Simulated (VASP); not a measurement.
# Na3LuO4 (Fmmm) in VASP: single point with r2SCAN

Aim: the single point of Na3LuO4 with r2SCAN.

Program: VASP 6.6.1. These are calculated values, not measurements. Logs are shortened: lines on timing, memory, paths and dates and some standing lists are left out, and cuts for length are marked.

## 1. The cell of the first run

Symmetry: Fmmm, No. 69, orthorhombic system. Conventional cell: a = 6.562 Å, b = 9.506 Å, c = 13.125 Å, α = 90.00°, β = 90.00°, γ = 90.00°. Within 3.0 Å of Lu (site symmetry mm2) lie 6 O at 2.25 to 2.38 Å. Within 2.9 Å of Na (site symmetry mm2) lie 6 O at 2.22 to 2.56 Å. Within 3.1 Å of Na (site symmetry 2/m) lie 6 O at 2.38 to 2.58 Å. Within 2.8 Å of Na (site symmetry 222) lie 6 O at 2.09 to 2.38 Å. O (site symmetry 2mm) has 4 Na at 2.22 to 2.38 Å and 2 Lu at 2.38 Å within 2.9 Å. Within 3.0 Å of O (site symmetry 2/m) lie 2 Lu at 2.26 Å and 4 Na at 2.38 to 2.42 Å. Within 2.8 Å of O (site symmetry m) lie 5 Na at 2.09 to 2.58 Å and 1 Lu at 2.25 Å and 1 O at 2.61 Å.

## 2. Single point, r2SCAN

Input file POSCAR:

```
Na3LuO4
1.0
    0.0000000000      4.7527780000      3.2811470000
    0.0000000000     -4.7527780000      3.2811470000
    6.5623820000      0.0000000000     -3.2811470000
Lu Na O
2 6 8
Direct
    0.1315000000      0.1315000000      0.2630000000
    0.8685000000      0.8685000000      0.7370000000
    0.6140000000      0.6140000000      0.2280000000
    0.3860000000      0.3860000000      0.7720000000
    0.5000000000      0.0000000000      0.0000000000
    0.0000000000      0.5000000000      0.0000000000
    0.7500000000      0.2500000000      0.5000000000
    0.2500000000      0.7500000000      0.5000000000
    0.7500000000      0.7500000000      0.0000000000
    0.2500000000      0.2500000000      0.0000000000
    0.5000000000      0.5000000000      0.5000000000
    0.0000000000      0.0000000000      0.5000000000
    0.3869000000      0.9157000000      0.3026000000
    0.6131000000      0.0843000000      0.6974000000
    0.9157000000      0.3869000000      0.3026000000
    0.0843000000      0.6131000000      0.6974000000
```

Input file INCAR.step1:

```
PREC = Accurate ; ENCUT = 520
ISMEAR = -1 ; SIGMA = 0.1275
LREAL = Auto ; LASPH = T
NELM = 100 ; NBANDS = 84
GGA = PE ; ALGO = Normal
EDIFF = 1E-4 ; LWAVE = T
LCHARG = F ; LUSENCCL = F
```

Input file INCAR.step2:

```
PREC = Accurate ; ENCUT = 520
EDIFF = 1E-6 ; ISMEAR = -1
SIGMA = 0.1275 ; LREAL = Auto
LASPH = T ; NELM = 100
ALGO = Normal ; ISIF = 2
LWAVE = F ; LCHARG = T
METAGGA = R2SCAN ; LMIXTAU = T
LELF = T ; LVHAR = T
NBANDS = 84 ; ISTART = 1
LUSENCCL = F
```

Input file KPOINTS:

```
regular mesh
0
Gamma
  5 5 5
```

Potentials or basis: VASP PAW PBE potentials, release 64 (Lu, Na_pv, O).

Run with:

```
$ cat potpaw_PBE.64/Lu/POTCAR potpaw_PBE.64/Na_pv/POTCAR potpaw_PBE.64/O/POTCAR > POTCAR
$ cp INCAR.step1 INCAR
$ mpirun -np 1 vasp_std > vasp.out
$ cp INCAR.step2 INCAR
$ mpirun -np 1 vasp_std > vasp.out
```

OUTCAR:

```text
PREC = Accurate
   ENCUT = 520
   EDIFF = 1E-6
   ISMEAR = -1
   LREAL = Auto
   LASPH = T
   NELM = 100
   ISIF = 2
   METAGGA = R2SCAN
   ISTART = 1

 ion  position               nearest neighbor table
   1  0.132  0.132  0.263-  13 2.25  15 2.25  11 2.26  12 2.26  10 2.38   9 2.38   7 3.28   8 3.28
                             7 3.28   8 3.28   3 3.29   3 3.29   2 3.45
   2  0.868  0.868  0.737-  14 2.25  16 2.25  11 2.26  12 2.26   9 2.38  10 2.38   7 3.28   8 3.28
                             7 3.28   8 3.28   4 3.29   4 3.29   1 3.45
   3  0.614  0.614  0.228-  10 2.22   9 2.22   1 3.29   1 3.29
   4  0.386  0.386  0.772-   9 2.22  10 2.22   2 3.29   2 3.29
   5  0.500  0.000  0.000-   9 2.38  10 2.38
   6  0.000  0.500  0.000-   9 2.38  10 2.38
   7  0.750  0.250  0.500-  13 2.09  14 2.09  15 2.09  16 2.09  11 2.38  12 2.38   2 3.28   1 3.28
                             2 3.28   1 3.28
   8  0.250  0.750  0.500-  13 2.09  14 2.09  15 2.09  16 2.09  11 2.38  12 2.38   2 3.28   1 3.28
                             2 3.28   1 3.28
   9  0.750  0.750  0.000-   4 2.22   3 2.22   5 2.38   6 2.38   2 2.38   1 2.38
  10  0.250  0.250  0.000-   3 2.22   4 2.22   5 2.38   6 2.38   1 2.38   2 2.38
  11  0.500  0.500  0.500-   1 2.26   2 2.26   7 2.38   8 2.38
  12  0.000  0.000  0.500-   1 2.26   2 2.26   7 2.38   8 2.38
  13  0.387  0.916  0.303-   7 2.09   8 2.09   1 2.25
  14  0.613  0.084  0.697-   7 2.09   8 2.09   2 2.25
  15  0.916  0.387  0.303-   7 2.09   8 2.09   1 2.25
  16  0.084  0.613  0.697-   7 2.09   8 2.09   2 2.25

  LATTYP: Found a face centered orthorhombic cell.
 ALAT       =     6.5622940000
 B/A-ratio  =     1.4485111456
 C/A-ratio  =     2.0000268199

  Lattice vectors:

 A1 = (   6.5623820000,  -4.7527780000,   0.0000000000)
 A2 = (   6.5623820000,   0.0000000000,   3.2811470000)
 A3 = (   0.0000000000,  -4.7527780000,   3.2811470000)

Analysis of symmetry for initial positions (statically):
=====================================================================
 Subroutine PRICEL returns:
 Original cell was already a primitive cell.

 Routine SETGRP: Setting up the symmetry group for a
 face centered orthorhombic supercell.

 Subroutine GETGRP returns: Found  8 space group operations
 (whereof  8 operations were pure point group operations)
 out of a pool of  8 trial point group operations.

The static configuration has the point symmetry D_2h.

Analysis of symmetry for dynamics (positions and initial velocities):
=====================================================================
 Subroutine PRICEL returns:
 Original cell was already a primitive cell.

 Routine SETGRP: Setting up the symmetry group for a
 face centered orthorhombic supercell.

 Subroutine GETGRP returns: Found  8 space group operations
 (whereof  8 operations were pure point group operations)
 out of a pool of  8 trial point group operations.

The dynamic configuration has the point symmetry D_2h.

 Subroutine INISYM returns: Found  8 space group operations
 (whereof  8 operations are pure point group operations),
 and found     1 'primitive' translations

----------------------------------------------------------------------------------------

                                     Primitive cell

  volume of cell :     204.6750

  direct lattice vectors                    reciprocal lattice vectors
     0.000000000  4.752778000  3.281147000     0.076191846  0.105201632  0.152385736
     0.000000000 -4.752778000  3.281147000     0.076191846 -0.105201632  0.152385736
     6.562382000  0.000000000 -3.281147000     0.152383692  0.000000000 -0.000000000

  length of vectors
     5.775363569  5.775363569  7.336946446     0.200234845  0.200234845  0.152383692

  position of ions in fractional coordinates (direct lattice)
     0.131500000  0.131500000  0.263000000
     0.868500000  0.868500000  0.737000000
     0.614000000  0.614000000  0.228000000
     0.386000000  0.386000000  0.772000000
     0.500000000  0.000000000  0.000000000
     0.000000000  0.500000000  0.000000000
[... 8 lines left out ...]
     0.915700000  0.386900000  0.302600000
     0.084300000  0.613100000  0.697400000

  ion indices of the primitive-cell ions
   primitive index   ion index
                 1           1
                 2           2
                 3           3
                 4           4
                 5           5
                 6           6
[... 8 lines left out ...]
                15          15
                16          16

----------------------------------------------------------------------------------------

 KPOINTS: regular mesh

Automatic generation of k-mesh.
 Grid dimensions read from file:
 generate k-points for:    5    5    5

 Generating k-lattice:

  Cartesian coordinates                     Fractional coordinates (reciprocal lattice)
     0.015238369  0.021040326  0.030477147     0.200000000 -0.000000000  0.000000000
     0.015238369 -0.021040326  0.030477147    -0.000000000  0.200000000  0.000000000
     0.030476738  0.000000000 -0.000000000     0.000000000  0.000000000  0.200000000

  Length of vectors
     0.040046969  0.040046969  0.030476738

  Shift w.r.t. Gamma in fractional coordinates (k-lattice)
     0.000000000  0.000000000  0.000000000

 Subroutine IBZKPT returns following result:
 ===========================================

 Found     27 irreducible k-points:

 Following reciprocal coordinates:
            Coordinates               Weight
  0.000000  0.000000  0.000000      1.000000
  0.200000  0.000000  0.000000      8.000000
  0.400000  0.000000  0.000000      8.000000
  0.200000  0.200000  0.000000      4.000000
  0.400000  0.200000  0.000000      8.000000
 -0.400000  0.200000  0.000000      8.000000
[... 16 lines left out ...]
  0.200000  0.000000  0.400000      4.000000
 -0.200000  0.200000  0.400000      4.000000
 [... further k-points ...]
   k-points           NKPTS =     27   k-points in BZ     NKDIM =     27   number of bands    NBANDS=     84
   number of dos      NEDOS =    301   number of ions     NIONS =     16
   total plane-waves  NPLWV = 129024
   dimension x,y,z NGX =    48 NGY =   48 NGZ =   56
   dimension x,y,z NGXF=    96 NGYF=   96 NGZF=  112
   ions per type =               2   6   8
   NGX,Y,Z   is equivalent  to a cutoff of  13.82, 13.82, 12.69 a.u.
   NGXF,Y,Z  is equivalent  to a cutoff of  27.63, 27.63, 25.38 a.u.
 SYSTEM =  unknown system
   PREC   = accura    normal or accurate (medium, high low for compatibility)
   ISTART =      1    job   : 0-new  1-cont  2-samecut
   ICHARG =      0    charge: 1-file 2-atom 10-const
   ISPIN  =      1    spin polarized calculation?
   LNONCOLLINEAR =      F non collinear calculations
   LSORBIT =      F    spin-orbit coupling
   LASPH  =      T    aspherical Exc in radial PAW
   ENCUT  =  520.0 eV  38.22 Ry    6.18 a.u.  10.74 10.74 13.64*2*pi/ulx,y,z
   NELM   =    100;   NELMIN=  2; NELMDL=  0     # of ELM steps
   EDIFF  = 0.1E-05   stopping-criterion for ELM
   LREAL  =      T    real-space projection
   EDIFFG = 0.1E-04   stopping-criterion for IOM
   NSW    =      0    number of steps for IOM
   IBRION =     -1    ionic relax: 0-MD 1-quasi-New 2-CG
   NFREE  =      0    steps in history (QN), initial steepest desc. (CG)
   ISIF   =      2    stress and relaxation
   ISYM   =      2    0-nonsym 1-usesym 2-fastsym
   POTIM  = 0.5000    time-step for ionic-motion
   TEBEG  =    0.0;   TEEND  =   0.0 temperature during run
   PSTRESS=    0.0 pullay stress
   NELECT =     140.0000    total number of electrons
   NUPDOWN=      -1.0000    fix difference up-down
   EMIN   =  10.00;   EMAX   =-10.00  energy-range for DOS
   EFERMI =   0.00;   METHOD = LEGACY
   ISMEAR =    -1;   SIGMA  =   0.13  broadening in eV -4-tet -1-fermi 0-gaus
   EFERMI_NEDOS =   21; number of points for ismear=-14 and -15
   IALGO  =     38    algorithm
   IMIX   =      4    mixing-type and parameters
     AMIX     =   0.40;   BMIX     =  1.00
     AMIX_MAG =   1.60;   BMIX_MAG =  1.00
  volume/ion in A,a.u.               =      12.79        86.33
  Fermi-wavevector in a.u.,A,eV,Ry     =   1.442434  2.725805 28.308495  2.080616
  Thomas-Fermi vector in A             =   2.560955
   LORBIT       =      0    0 simple, 1 ext, 2 COOP (PROOUT), +10 PAW based schemes
   METAGGA = R2SCAN    functional components
   LHFCALC =     F    Hartree Fock is set to
   AEXX    =    0.0000 exact exchange contribution
   IVDW    =     0    specifies the selected vdW correction
   LEPSILON=     F    determine dielectric tensor
   LRPA    =     F    only Hartree local field effects (RPA)
 non-spin polarized calculation
  energy-cutoff  :      520.00
  volume of cell :      204.67
 maximum number of plane-waves:      5530
 NGX is ok and might be reduce to    48
   NGX = 21   NGY = 21   NGZ = 27

 number of electron     139.9999949 magnetization

 Free energy of the ion-electron system (eV)
  ---------------------------------------------------
  ext. energy  EPLUGINS =         0.00000000
  ---------------------------------------------------
  free energy    TOTEN  =      -174.34060073 eV

  energy without entropy =     -173.46898278  energy(sigma->0) =     -173.90479175

 E-fermi :  -0.0931     XC(G=0): -10.8605

 val. band max:       -0.0936156498   @ k =   0.4000   0.0000   0.2000
 cond. band min:      -0.0930581710   @ k =   0.4000   0.2000   0.0000
 fundamental gap:      0.0005574788
 Fermi energy:        -0.0931189178

 k-point     1 :       0.0000    0.0000    0.0000
  band No.  band energies     occupation
      1     -55.1327      2.00000
      2     -55.1268      2.00000
      3     -25.3287      2.00000
      4     -25.2562      2.00000
      5     -25.2439      2.00000
      6     -25.1975      2.00000
[... 74 lines left out ...]
     81       9.5625      0.00000
     82       9.7101      0.00000

 k-point     2 :       0.2000    0.0000    0.0000
  band No.  band energies     occupation
      1     -55.1327      2.00000
      2     -55.1269      2.00000
      3     -25.3222      2.00000
      4     -25.2568      2.00000
      5     -25.2435      2.00000
      6     -25.2092      2.00000
[... 1862 lines left out ...]
 k-point    24 :      -0.2000    0.2000    0.4000
  band No.  band energies     occupation
      1     -55.1324      2.00000
      2     -55.1272      2.00000
      3     -25.2767      2.00000
      4     -25.2586      2.00000
      5     -25.2491      2.00000
      6     -25.2420      2.00000
[... 74 lines left out ...]
     81       8.9483      0.00000
     82       9.1622      0.00000

 [... further k-points ...]

 [bands above 82 left out]

------------------------ aborting loop because EDIFF is reached ----------------------------------------

  FORCE on cell =-STRESS in cart. coord.  units (eV):
  Direction    XX          YY          ZZ          XY          YZ          ZX
  --------------------------------------------------------------------------------------
  -------------------------------------------------------------------------------------
  Total       -2.9537409     -4.9485486      4.3350987      0.0000000      0.0000000      0.0000000
  in kB      -23.1216201    -38.7367965     33.9347656      0.0000000      0.0000000      0.0000000
  external PRESSURE =      -9.3078837 kB  Pullay stress =       0.0000000 kB

 VOLUME and BASIS-vectors are now :
 -----------------------------------------------------------------------------
  energy-cutoff  :      520.00
  volume of cell :      204.67
      direct lattice vectors                 reciprocal lattice vectors
     0.000000000  4.752778000  3.281147000     0.076191846  0.105201632  0.152385736
     0.000000000 -4.752778000  3.281147000     0.076191846 -0.105201632  0.152385736
     6.562382000  0.000000000 -3.281147000     0.152383692  0.000000000 -0.000000000

 POSITION                                       TOTAL-FORCE (eV/Angst)
 -----------------------------------------------------------------------------------
      1.72591      0.00000      0.00000         0.592945      0.000000     -0.000000
      4.83648      0.00000      3.28115        -0.592945      0.000000     -0.000000
      1.49622      0.00000      3.28115         0.690617     -0.000000     -0.000000
      5.06616      0.00000      0.00000        -0.690617      0.000000     -0.000000
      0.00000      2.37639      1.64057         0.000000      0.000000     -0.000000
      0.00000     -2.37639      1.64057         0.000000      0.000000     -0.000000
[... 8 lines left out ...]
      1.98578      2.51327      3.28115        -1.896249      1.003269     -0.000000
      4.57661     -2.51327      0.00000         1.896249     -1.003269     -0.000000
 -----------------------------------------------------------------------------------
    total drift:                               -0.000000     -0.000000      0.000000

  FREE ENERGIE OF THE ION-ELECTRON SYSTEM (eV)
  ---------------------------------------------------
  free  energy   TOTEN  =      -174.3406007310 eV

  energy  without entropy=     -173.4689827787  energy(sigma->0) =     -173.90479175
```

It used 480 s of CPU time on 1 × NVIDIA H100 80GB with 1 thread of AMD EPYC 7R13 Processor (Zen 3) (shared host).

What came out:

* Free energy: -174.3406 eV
* Pressure: -0.9 GPa
* Largest force: 2.429 eV/Å
* Band gap on the k mesh: zero (band 70 reaches 0.04 eV, above the bottom of band 71 at -0.19 eV)

Forces in eV/Å, atoms in the order of the input:
```
Lu   0.593  0.000  0.000
Lu  -0.593  0.000  0.000
Na   0.691  0.000  0.000
Na  -0.691  0.000  0.000
Na   0.000  0.000  0.000
Na   0.000  0.000  0.000
Na   0.000  0.000  0.000
Na   0.000  0.000  0.000
O    0.000  0.000  2.429
O    0.000  0.000 -2.429
O    0.000  0.000  0.000
O    0.000  0.000  0.000
O   -1.896 -1.003  0.000
O    1.896  1.003  0.000
O   -1.896  1.003  0.000
O    1.896 -1.003  0.000
```

Caveat: the PAW data sets were made with another functional, which shifts forces and pressure a little; spin-orbit coupling is left out, which moves the levels of the heavy elements.
